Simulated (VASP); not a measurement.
# ZnGa2F (P4/mmm) in VASP: a series of runs, part 2 of 2

VASP 6.6.1. The steps go on from the part before.

## Step 3: Single point, PBE

This run uses another cell than the first one, of 16.74 Å³/atom, 1.114 times its volume.

Input file INCAR:

```
  PREC = Accurate
  ENCUT = 520
  EDIFF = 1E-6
  ISMEAR = 0
  SIGMA = 0.1
  LREAL = F
  LASPH = T
  NELM = 80
  ALGO = Normal
  ISIF = 2
  LWAVE = F
  LCHARG = F
  GGA = PE
  NBANDS = 30
```

Input file KPOINTS:

```
regular mesh
0
Gamma
  4 4 4
```

Input file POSCAR:

```
ZnGa2F
1.0
    4.1809131440      0.0000000000      0.0000000000
    0.0000000000      4.1809131440      0.0000000000
    0.0000000000      0.0000000000      3.8297434536
Zn Ga F
1 2 1
Direct
    0.5000000000      0.5000000000      0.0000000000
    0.5000000000      0.0000000000      0.5000000000
    0.0000000000      0.5000000000      0.5000000000
    0.0000000000      0.0000000000      0.0000000000
```

Potentials or basis: VASP PAW PBE potentials, release 64 (Zn, Ga_d, F).

Started as:

```console
$ cat potpaw_PBE.64/Zn/POTCAR potpaw_PBE.64/Ga_d/POTCAR potpaw_PBE.64/F/POTCAR > POTCAR
$ mpirun -np 1 vasp_std > vasp.out
```

OUTCAR:

```text
PREC = Accurate
   ENCUT = 520
   EDIFF = 1E-6
   ISMEAR = 0
   LREAL = F
   LASPH = T
   NELM = 80
   ISIF = 2
   GGA = PE

 ion  position               nearest neighbor table
   1  0.500  0.500  0.000-   2 2.83   3 2.83   2 2.83   3 2.83   2 2.83   2 2.83   3 2.83   3 2.83

   2  0.500  0.000  0.500-   1 2.83   1 2.83   1 2.83   1 2.83
   3  0.000  0.500  0.500-   1 2.83   1 2.83   1 2.83   1 2.83
   4  0.000  0.000  0.000-
[... 785 lines left out ...]

  FORCE on cell =-STRESS in cart. coord.  units (eV):
  Direction    XX          YY          ZZ          XY          YZ          ZX
  --------------------------------------------------------------------------------------
  -------------------------------------------------------------------------------------
  Total        0.1206987      0.1206987      0.0131064      0.0000000     -0.0000000      0.0000000
  in kB        2.8886917      2.8886917      0.3136762      0.0000000     -0.0000000      0.0000000
  external PRESSURE =       2.0303532 kB  Pullay stress =       0.0000000 kB

 VOLUME and BASIS-vectors are now :
 -----------------------------------------------------------------------------
  energy-cutoff  :      520.00
  volume of cell :       66.94
      direct lattice vectors                 reciprocal lattice vectors
     4.180913144  0.000000000  0.000000000     0.239182199  0.000000000  0.000000000
     0.000000000  4.180913144  0.000000000     0.000000000  0.239182199  0.000000000
     0.000000000  0.000000000  3.829743454     0.000000000  0.000000000  0.261114096

 POSITION                                       TOTAL-FORCE (eV/Angst)
 -----------------------------------------------------------------------------------
      2.09046      2.09046      0.00000         0.000000      0.000000      0.000000
      2.09046      0.00000      1.91487         0.000000      0.000000      0.000000
      0.00000      2.09046      1.91487         0.000000      0.000000      0.000000
      0.00000      0.00000      0.00000         0.000000      0.000000      0.000000
 -----------------------------------------------------------------------------------
    total drift:                                0.000000     -0.000000     -0.000000

  FREE ENERGIE OF THE ION-ELECTRON SYSTEM (eV)
  ---------------------------------------------------
  free  energy   TOTEN  =       -10.6569121530 eV

  energy  without entropy=      -10.6489437291  energy(sigma->0) =      -10.65292794
```

OSZICAR:

```text
N       E                     dE             d eps       ncg     rms          rms(c)
DAV:   1     0.335185281482E+03    0.33519E+03   -0.21423E+04  1126   0.254E+03
DAV:   2     0.333597519321E+02   -0.30183E+03   -0.28585E+03  1120   0.520E+02
DAV:   3    -0.106596861237E+02   -0.44019E+02   -0.43113E+02  1244   0.156E+02
DAV:   4    -0.120903677522E+02   -0.14307E+01   -0.14271E+01  1172   0.299E+01
DAV:   5    -0.121137966704E+02   -0.23429E-01   -0.23416E-01  1286   0.388E+00    0.656E+00
DAV:   6    -0.106943697239E+02    0.14194E+01   -0.48850E+00  1606   0.296E+01    0.323E+00
DAV:   7    -0.106923953061E+02    0.19744E-02   -0.10504E+00  1148   0.626E+00    0.165E+00
DAV:   8    -0.106694976590E+02    0.22898E-01   -0.29491E-01  1240   0.320E+00    0.946E-01
DAV:   9    -0.106566847192E+02    0.12813E-01   -0.53523E-02  1320   0.143E+00    0.200E-01
DAV:  10    -0.106568293040E+02   -0.14458E-03   -0.55134E-03  1238   0.461E-01    0.742E-02
DAV:  11    -0.106569269603E+02   -0.97656E-04   -0.24719E-04  1374   0.157E-01    0.368E-02
DAV:  12    -0.106569126150E+02    0.14345E-04   -0.16951E-04  1342   0.953E-02    0.978E-03
DAV:  13    -0.106569122301E+02    0.38494E-06   -0.15485E-05  1238   0.260E-02    0.374E-03
DAV:  14    -0.106569121530E+02    0.77076E-07   -0.11797E-06   836   0.831E-03
   1 F= -.10656912E+02 E0= -.10652928E+02  d E =-.796842E-02
```

It took 25 s on 1 thread of Intel Xeon Platinum 8259CL at 2.50GHz (Skylake/Cascade Lake), shared host; peak memory 0.19 GiB.

Results:

| Quantity | Value |
| --- | --- |
| Free energy | -10.6569 eV |
| Pressure | 0.2 GPa |

Levels at points of the mesh, in eV from the Fermi level:
| k point | band 20 | band 21 | band 22 | band 23 | band 24 | band 25 |
| --- | --- | --- | --- | --- | --- | --- |
| (0.00, 0.00, 0.00) | -4.58 | -1.98 | -0.17 | -0.17 | 0.78 | 1.12 |
| (0.50, 0.00, 0.00) | -4.34 | -3.37 | 0.30 | 0.77 | 1.76 | 3.05 |
| (0.50, 0.50, 0.00) | -4.24 | -2.77 | -2.77 | -1.60 | 4.00 | 4.00 |
| (0.00, 0.00, 0.50) | -4.34 | -3.59 | -1.11 | 0.40 | 0.40 | 2.57 |
| (0.50, 0.00, 0.50) | -4.15 | -2.70 | -1.90 | -1.34 | 2.48 | 2.55 |
| (0.50, 0.50, 0.50) | -4.22 | -4.22 | -3.85 | -2.27 | 0.52 | 0.52 |

Caveat: the k points lie up to 0.41 Å⁻¹ apart; an odd number of electrons without spin polarisation forces a metal; a magnetic or distorted state may lie lower.

## Step 4: Relaxation of cell and atoms, PBE

Input file INCAR:

```
PREC     = Accurate       # precision mode
ENCUT    = 600            # plane-wave cutoff, eV
EDIFF    = 1E-7           # SCF threshold, eV
ISMEAR   = 0              # smearing method
SIGMA    = 0.1            # smearing width, eV
LREAL    = F              # projectors in reciprocal space
LASPH    = T              # aspherical terms in the spheres
NELM     = 60             # most SCF steps
ALGO     = Normal         # electronic algorithm
ISIF     = 3              # what is computed and relaxed
LWAVE    = F              # write WAVECAR
LCHARG   = F              # write CHGCAR
GGA      = PE             # functional
IBRION   = 2              # ionic algorithm
NSW      = 90             # ionic steps
EDIFFG   = -0.04          # ionic threshold
```

Input file KPOINTS:

```
Automatic mesh
0
Gamma
  4 4 4
```

Input file POSCAR:

```
ZnGa2F
1.0
    3.8374339600      0.0000000000      0.0000000000
    0.0000000000      3.8374339600      0.0000000000
    0.0000000000      0.0000000000      4.0816444400
Zn Ga F
1 2 1
Direct
    0.5000000000      0.5000000000      0.0000000000
    0.5000000000      0.0000000000      0.5000000000
    0.0000000000      0.5000000000      0.5000000000
    0.0000000000      0.0000000000      0.0000000000
```

Started as:

```console
$ cat potpaw_PBE.64/Zn/POTCAR potpaw_PBE.64/Ga_d/POTCAR potpaw_PBE.64/F/POTCAR > POTCAR
$ mpirun -np 1 vasp_std > vasp.out
```

It took 2.7 min on 1 thread of Intel Xeon Platinum 8259CL at 2.50GHz (Skylake/Cascade Lake), shared host; peak memory 0.21 GiB.

Results (log left out):

```
Free energy                            : -10.6525 eV
Relaxed volume                         : 16.69 Å³/atom
Relaxed cell                           : a = 4.177 Å, b = 4.177 Å, c = 3.827 Å, α = 90.00°, β = 90.00°, γ = 90.00°
Space group after relaxing (to 0.05 Å) : P4/mmm (No. 123)
Energy gained by relaxing              : 54.5 meV/atom
Ionic steps                            : 8
Pressure after relaxing                : 0.3 GPa
```

Stress tensor (GPa, compression positive):
```
0.36 0.00 0.00
0.00 0.36 0.00
0.00 0.00 0.10
```

Step by step:
```
step  energy change (eV)  largest force (eV/Å)  pressure (GPa)  volume (Å³)
   1              0.0000                0.0000            7.37        60.11
   2             -0.1600                0.0000            1.08        66.32
   3             -0.1652                0.0000           -0.09        67.90
   4             -0.1652                0.0000            0.02        67.74
   5             -0.1672                0.0000           -0.02        67.71
   6             -0.1736                0.0000           -0.14        67.62
   7             -0.1910                0.0000           -0.17        67.40
   8             -0.2178                0.0000            0.27        66.77
```

Final structure:
```
CELL_PARAMETERS angstrom
4.17720 0.00000 0.00000
0.00000 4.17720 0.00000
0.00000 0.00000 3.82652
ATOMIC_POSITIONS crystal
Zn 0.50000 0.50000 0.00000
Ga 0.50000 0.00000 0.50000
Ga 0.00000 0.50000 0.50000
F 0.00000 0.00000 0.00000
```

Levels at points of the mesh, in eV from the Fermi level:
| k point | band 19 | band 20 | band 21 | band 22 | band 23 | band 24 | band 25 | band 26 |
| --- | --- | --- | --- | --- | --- | --- | --- | --- |
| (0.00, 0.00, 0.00) | -4.79 | -4.59 | -1.97 | -0.18 | -0.18 | 0.79 | 1.12 | 6.09 |
| (0.50, 0.00, 0.00) | -4.39 | -4.35 | -3.38 | 0.29 | 0.79 | 1.76 | 3.05 | 3.41 |
| (0.50, 0.50, 0.00) | -5.65 | -4.25 | -2.78 | -2.78 | -1.61 | 4.00 | 4.00 | 4.61 |
| (0.00, 0.00, 0.50) | -4.35 | -4.35 | -3.60 | -1.10 | 0.40 | 0.40 | 2.57 | 4.69 |
| (0.50, 0.00, 0.50) | -5.74 | -4.17 | -2.70 | -1.91 | -1.35 | 2.49 | 2.56 | 2.80 |
| (0.50, 0.50, 0.50) | -5.20 | -4.22 | -4.22 | -3.86 | -2.27 | 0.52 | 0.52 | 0.65 |

Caveat: the k points lie up to 0.41 Å⁻¹ apart in the final cell; an odd number of electrons without spin polarisation forces a metal; a magnetic or distorted state may lie lower.

## Step 5: The runs side by side

```tsv
task	cell	cutoff (eV)	gap on the mesh (eV)	pressure (GPa)
single point	a = 3.837, b = 3.837, c = 4.082 Å, 4 atoms	520	none	7.5
single point	a = 4.181, b = 4.181, c = 3.830 Å, 4 atoms	520	none	0.2
relaxation of cell and atoms	relaxed from a = 3.837, b = 3.837, c = 4.082 Å, 4 atoms	600	none	0.3
```

Alike in all rows: level PBE; potentials or basis VASP PAW PBE potentials, release 64 (Zn, Ga_d, F); no spin polarisation; k mesh 4 × 4 × 4; smearing gaussian 0.1 eV.

Caveats: all runs use coarse meshes; an odd number of electrons without spin polarisation forces a metal; a magnetic or distorted state may lie lower.

Total energies depend on the potentials used, so only differences within one code and one set of settings carry meaning.
